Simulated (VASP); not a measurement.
# NaI (Fm-3m) in VASP: a series of runs, part 2 of 2

VASP 6.6.1. The steps go on from the part before.

### Step 5. Relaxation of cell and atoms, PBE+D4

This run uses another cell than the first one, of 33.90 Å³/atom.

Input file INCAR:

```
SYSTEM = NaI
ALGO = Normal
EDIFF = 1E-7
EDIFFG = -0.05
ENCUT = 500
GGA = PE
GGA_COMPAT = .False.
IBRION = 2
ISIF = 3
ISMEAR = 0
IVDW = 13
LASPH = .True.
LCHARG = .False.
LREAL = .False.
LWAVE = .False.
NELM = 120
NELMIN = 4
NSW = 50
PREC = Accurate
SIGMA = 0.01
```

Input file KPOINTS:

```
k-points
0
Gamma
  6 6 6
  0 0 0
```

Input file POSCAR:

```
NaI
1.0
    4.5769610000      0.0000000000      0.0000000000
    2.2884805000      3.9637644981      0.0000000000
    2.2884805000      1.3212548327      3.7370730075
Na I
1 1
Direct
    0.0000000000      0.0000000000      0.0000000000
    0.5000000000      0.5000000000      0.5000000000
```

Potentials or basis: VASP PAW PBE potentials, release 64 (Na_pv, I).

Run with:

```
$ cat potpaw_PBE.64/Na_pv/POTCAR potpaw_PBE.64/I/POTCAR > POTCAR
$ mpirun -np 1 vasp_std > vasp.out
```

OUTCAR:

```text
SYSTEM = NaI
   EDIFF = 1E-7
   EDIFFG = -0.05
   ENCUT = 500
   GGA = PE
   IBRION = 2
   ISIF = 3
   ISMEAR = 0
   IVDW = 13
   LASPH = .True.
   LREAL = .False.
   NELM = 120
   NELMIN = 4
   NSW = 50
   PREC = Accurate

 ion  position               nearest neighbor table
   1  0.000  0.000  0.000-
   2  0.500  0.500  0.500-

  LATTYP: Found a face centered cubic cell.
 ALAT       =     6.4728003206

  Lattice vectors:

 A1 = (   4.5769610000,   0.0000000000,   0.0000000000)
 A2 = (   2.2884805000,   3.9637644981,   0.0000000000)
 A3 = (   2.2884805000,   1.3212548327,   3.7370730075)

Analysis of symmetry for initial positions (statically):
=====================================================================
 Subroutine PRICEL returns:
 Original cell was already a primitive cell.

 Routine SETGRP: Setting up the symmetry group for a
 face centered cubic supercell.

 Subroutine GETGRP returns: Found 48 space group operations
 (whereof 48 operations were pure point group operations)
 out of a pool of 48 trial point group operations.

The static configuration has the point symmetry O_h .

Analysis of symmetry for dynamics (positions and initial velocities):
[... 127 lines left out ...]
   GGA     = PE    functional components
   LHFCALC =     F    Hartree Fock is set to
   AEXX    =    0.0000 exact exchange contribution
   IVDW    =    13    specifies the selected vdW correction
   LEPSILON=     F    determine dielectric tensor
   LRPA    =     F    only Hartree local field effects (RPA)
 conjugate gradient relaxation of ions
 non-spin polarized calculation
 Gauss-broadening in eV      SIGMA  =   0.01
  energy-cutoff  :      500.00
  volume of cell :       67.80
 maximum number of plane-waves:      1759
 NGX is ok and might be reduce to    36
   NGX = 17   NGY = 17   NGZ = 17

--------------------------------------- Ionic step        1  -------------------------------------------

 number of electron      13.9999993 magnetization

 Free energy of the ion-electron system (eV)
  ---------------------------------------------------
  ext. energy  EPLUGINS =         0.00000000
  ---------------------------------------------------
  free energy    TOTEN  =        -5.38488188 eV

  energy without entropy =       -5.38488188  energy(sigma->0) =       -5.38488188

------------------------ aborting loop because EDIFF is reached ----------------------------------------

  DFT-D4 for vdW energy calculation

  Edisp (eV):   -0.31780
[... 71 lines left out ...]
--------------------------------------- Ionic step        3  -------------------------------------------

 number of electron      13.9999998 magnetization

 Free energy of the ion-electron system (eV)
  ---------------------------------------------------
  ext. energy  EPLUGINS =         0.00000000
  ---------------------------------------------------
  free energy    TOTEN  =        -5.37616948 eV

  energy without entropy =       -5.37616948  energy(sigma->0) =       -5.37616948

 E-fermi :   1.1653     XC(G=0):  -7.8263

 val. band max:        1.0200564155   @ k =   0.0000   0.0000   0.0000
 cond. band min:       4.7428452246   @ k =   0.0000   0.0000   0.0000
 fundamental gap:      3.7227888091
 Fermi energy:         1.1653210505

 k-point     1 :       0.0000    0.0000    0.0000
  band No.  band energies     occupation
      1     -21.3860      2.00000
      2     -21.3860      2.00000
      3     -21.3860      2.00000
      4     -10.0770      2.00000
      5       1.0201      2.00000
      6       1.0201      2.00000
      7       1.0201      2.00000
      8       4.7428      0.00000
      9       8.9487      0.00000
     10       8.9487      0.00000
     11       8.9487      0.00000
[... 241 lines left out ...]
  FREE ENERGIE OF THE ION-ELECTRON SYSTEM (eV)
  ---------------------------------------------------
  free  energy   TOTEN  =        -5.7057676532 eV

  energy  without entropy=       -5.7057676532  energy(sigma->0) =       -5.70576765

 reached required accuracy - stopping structural energy minimisation
```

CONTCAR:

```text
NaI
   1.00000000000000
     4.5313043782626092    0.0000000000000000   -0.0000000000000000
     2.2656521891313046    3.9242247038253595   -0.0000000000000000
     2.2656521891313046    1.3080749012751198    3.6997945319558934
  Na              I
     1     1
Direct
     0.0000000000000000    0.0000000000000000    0.0000000000000000
     0.5000000000000000    0.5000000000000000    0.5000000000000000

  0.00000000E+00  0.00000000E+00  0.00000000E+00
  0.00000000E+00  0.00000000E+00  0.00000000E+00
```

Wall time 36 s (1 thread of AMD EPYC 7R13 (Zen 3), shared host); peak memory 0.19 GiB.

What came out:

| Item | Value |
| --- | --- |
| Free energy | -5.7058 eV |
| Relaxed volume | 32.89 Å³/atom |
| Relaxed cell | a = 4.531 Å, b = 4.531 Å, c = 4.531 Å, α = 60.00°, β = 60.00°, γ = 60.00° |
| Space group after relaxing (to 0.1 Å) | Fm-3m (No. 225) |
| Energy gained by relaxing | 1.5 meV/atom |
| Ionic steps | 3 |
| Pressure after relaxing | 0.0 GPa |
| Band gap on the k mesh | 3.72 eV |
| Dispersion energy per atom | -0.165 eV |

The path:
```
step  energy change (eV)  largest force (eV/Å)  pressure (GPa)  volume (Å³)
   1              0.0000                0.0000           -0.49        67.80
   2             -0.0024                0.0000           -0.25        66.78
   3             -0.0031                0.0000            0.02        65.79
```

Final structure:
```
CELL_PARAMETERS angstrom
4.53130 0.00000 0.00000
2.26565 3.92422 0.00000
2.26565 1.30807 3.69979
ATOMIC_POSITIONS crystal
Na 0.00000 0.00000 0.00000
I 0.50000 0.50000 0.50000
```

Levels at points of the mesh, in eV from the valence-band top:
```tsv
k point	band 3	band 4	band 5	band 6	band 7	band 8	band 9	band 10	band 11
(0.00, 0.00, 0.00)	-22.41	-11.10	0.00	0.00	0.00	3.72	7.93	7.93	7.93
(0.50, 0.00, 0.00)	-22.41	-10.75	-2.29	-0.30	-0.30	5.10	7.47	7.47	8.95
(0.50, 0.50, 0.00)	-22.41	-10.67	-2.00	-0.79	-0.79	4.52	5.50	10.07	11.49
```

Caveat: spin-orbit coupling is left out, which moves the levels of the heavy elements.

### Step 6. Relaxation of cell and atoms, PBE

This run uses another cell than the first one, of 33.90 Å³/atom.

Input file INCAR:

```
  PREC = Accurate
  ENCUT = 500
  EDIFF = 1E-7
  ISMEAR = 0
  SIGMA = 0.01
  LREAL = False
  LASPH = True
  NELM = 120
  ALGO = Normal
  ISIF = 3
  LWAVE = False
  LCHARG = False
  GGA = PE
  IBRION = 2
  NSW = 50
  EDIFFG = -0.05
  GGA_COMPAT = False
  NELMIN = 4
```

Input file KPOINTS:

```
Automatic mesh
0
Gamma
  6 6 6
```

POSCAR is that of step 5.

Potentials or basis: VASP PAW PBE potentials, release 64 (Na_pv, I).

Run with:

```
$ cat potpaw_PBE.64/Na_pv/POTCAR potpaw_PBE.64/I/POTCAR > POTCAR
$ mpirun -np 1 vasp_std > vasp.out
```

It took 23 s on 1 thread of AMD EPYC 7R13 (Zen 3), shared host; peak memory 0.19 GiB.

Results (log left out):

* Free energy: -5.3866 eV
* Relaxed volume: 34.34 Å³/atom
* Relaxed cell: a = 4.597 Å, b = 4.597 Å, c = 4.597 Å, α = 60.00°, β = 60.00°, γ = 60.00°
* Space group after relaxing (to 0.1 Å): Fm-3m (No. 225)
* Energy gained by relaxing: 0.9 meV/atom
* Ionic steps: 2
* Pressure after relaxing: 0.2 GPa
* Band gap on the k mesh: 3.61 eV

Step by step:
| step | energy change (eV) | largest force (eV/Å) | pressure (GPa) | volume (Å³) |
| --- | --- | --- | --- | --- |
| 1 | 0.0000 | 0.0000 | 0.42 | 67.80 |
| 2 | -0.0017 | 0.0000 | 0.21 | 68.68 |

Final structure:
```
CELL_PARAMETERS angstrom
4.59668 0.00000 0.00000
2.29834 3.98084 0.00000
2.29834 1.32695 3.75317
ATOMIC_POSITIONS crystal
Na 0.00000 0.00000 0.00000
I 0.50000 0.50000 0.50000
```

Levels at points of the mesh, in eV from the valence-band top:
| k point | band 4 | band 5 | band 6 | band 7 | band 8 | band 9 | band 10 | band 11 |
| --- | --- | --- | --- | --- | --- | --- | --- | --- |
| (0.00, 0.00, 0.00) | -10.98 | 0.00 | 0.00 | 0.00 | 3.61 | 7.93 | 7.93 | 7.93 |
| (0.50, 0.00, 0.00) | -10.68 | -2.13 | -0.27 | -0.27 | 5.09 | 7.43 | 7.43 | 8.63 |
| (0.50, 0.50, 0.00) | -10.61 | -1.86 | -0.73 | -0.73 | 4.48 | 5.58 | 9.79 | 11.22 |

Caveat: spin-orbit coupling is left out, which moves the levels of the heavy elements. Expect the measured gap to be larger: semilocal functionals such as PBE lack the derivative discontinuity.

### Step 7. Relaxation of cell and atoms, revPBE+D3(BJ)

This run uses another cell than the first one, of 33.90 Å³/atom.

Input file INCAR:

```
SYSTEM = NaI
PREC = Accurate
ENCUT = 500
EDIFF = 1E-7
ISMEAR = 0
SIGMA = 0.01
LREAL = .False.
LASPH = .True.
NELM = 120
ALGO = Normal
ISIF = 3
LWAVE = .False.
LCHARG = .False.
GGA = RE
IVDW = 12
IBRION = 2
NSW = 50
EDIFFG = -0.05
GGA_COMPAT = .False.
NELMIN = 4
```

Input file KPOINTS:

```
Automatic mesh
0
Gamma
  6 6 6
  0 0 0
```

POSCAR is that of step 6.

Run with:

```
$ cat potpaw_PBE.64/Na_pv/POTCAR potpaw_PBE.64/I/POTCAR > POTCAR
$ mpirun -np 1 vasp_std > vasp.out
```

Run time: 38 s. Hardware: 1 thread of AMD EPYC 7R13 (Zen 3), shared host; peak memory 0.2 GiB.

Results (log left out):

* Free energy: -6.0012 eV
* Relaxed volume: 31.96 Å³/atom
* Relaxed cell: a = 4.488 Å, b = 4.488 Å, c = 4.488 Å, α = 60.00°, β = 60.00°, γ = 60.00°
* Space group after relaxing (to 0.1 Å): Fm-3m (No. 225)
* Energy gained by relaxing: 6.8 meV/atom
* Ionic steps: 3
* Pressure after relaxing: 0.0 GPa
* Band gap on the k mesh: 4.02 eV
* Dispersion energy per atom: -0.507 eV

Step by step:
| step | energy change (eV) | largest force (eV/Å) | pressure (GPa) | volume (Å³) |
| --- | --- | --- | --- | --- |
| 1 | 0.0000 | 0.0000 | -1.02 | 67.80 |
| 2 | -0.0103 | 0.0000 | -0.53 | 65.70 |
| 3 | -0.0135 | 0.0000 | -0.04 | 63.92 |

Final structure:
```cif
data_structure
_symmetry_space_group_name_H-M 'P 1'
_symmetry_Int_Tables_number 1
_cell_length_a 4.4880
_cell_length_b 4.4880
_cell_length_c 4.4880
_cell_angle_alpha 60.000
_cell_angle_beta 60.000
_cell_angle_gamma 60.000
_cell_volume 63.92
loop_
_atom_site_label
_atom_site_type_symbol
_atom_site_fract_x
_atom_site_fract_y
_atom_site_fract_z
_atom_site_occupancy
Na1 Na 0.00000 0.00000 0.00000 1
I1 I 0.50000 0.50000 0.50000 1
```

Levels at points of the mesh, in eV from the valence-band top:
```
           k point  band 4  band 5  band 6  band 7  band 8  band 9  band 10  band 11
(0.00, 0.00, 0.00)  -11.14    0.00    0.00    0.00    4.02    8.02     8.02     8.02
(0.50, 0.00, 0.00)  -10.77   -2.35   -0.32   -0.32    5.26    7.61     7.61     9.39
(0.50, 0.50, 0.00)  -10.68   -2.06   -0.81   -0.81    4.72    5.57    10.43    11.80
```

Caveat: the PAW data sets were made with another functional, which shifts forces and pressure a little; spin-orbit coupling is left out, which moves the levels of the heavy elements.

### Step 8. The runs side by side

| task | level | cell | gap on the mesh (eV) | pressure (GPa) | relaxed volume (Å³/atom) |
| --- | --- | --- | --- | --- | --- |
| single point | PBE+D4 | a = 4.531 Å, angles 60.0°, 2 atoms | 3.72 | 0.0 | - |
| single point | revPBE+D3(BJ) | a = 4.484 Å, angles 60.0°, 2 atoms | 4.03 | 0.0 | - |
| single point | PBE | a = 4.616 Å, angles 60.0°, 2 atoms | 3.57 | 0.0 | - |
| relaxation of cell and atoms | PBE+D4 | relaxed from a = 4.577 Å, angles 60.0°, 2 atoms | 3.72 | 0.0 | 32.89 |
| relaxation of cell and atoms | PBE | relaxed from a = 4.577 Å, angles 60.0°, 2 atoms | 3.61 | 0.2 | 34.34 |
| relaxation of cell and atoms | revPBE+D3(BJ) | relaxed from a = 4.577 Å, angles 60.0°, 2 atoms | 4.02 | 0.0 | 31.96 |

Alike in all rows: potentials or basis VASP PAW PBE potentials, release 64 (Na_pv, I); no spin polarisation; k mesh 6 × 6 × 6; cutoff (eV) 500; smearing gaussian 0.01 eV.

Caveats: spin-orbit coupling is left out, which moves the levels of the heavy elements; the PAW data sets were made with another functional, which shifts forces and pressure a little (at least some runs).

Absolute energies hang on the potentials; compare differences alone.
